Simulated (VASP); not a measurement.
C: single point with PBE

Crystal: C.

```xyz
2
Lattice="0.0000 1.7835 1.7835 1.7835 0.0000 1.7835 1.7835 1.7835 0.0000" Properties=species:S:1:pos:R:3 pbc="T T T"
C     0.0000    0.0000    0.0000
C     0.8918    0.8918    0.8918
```

```
Program             : VASP 6.6.1
Task                : single point
Functional          : PBE
Potentials or basis : VASP PAW PBE potentials, release 64 (C)
Cutoff              : 600 eV
k mesh              : 5 × 5 × 5
Occupations         : gaussian, width 0.01 eV
Spin                : no spin polarisation
```

The pressure is 2.0 GPa and the band gap on the k mesh is 4.16 eV, indirect (least direct gap 5.59 eV).

Levels at points of the mesh, in eV from the valence-band top:
| k point | band 2 | band 3 | band 4 | band 5 | band 6 | band 7 |
| --- | --- | --- | --- | --- | --- | --- |
| (0.00, 0.00, 0.00) | 0.00 | 0.00 | 0.00 | 5.59 | 5.59 | 5.59 |

Run time: 2 s on 1 thread of Intel(R) Xeon(R) Platinum 8375C CPU @ 2.90GHz (Ice Lake) (shared host), peak memory 0.11 GiB.

Caveat: the k points lie up to 0.61 Å⁻¹ apart. A k mesh can miss the band edges.
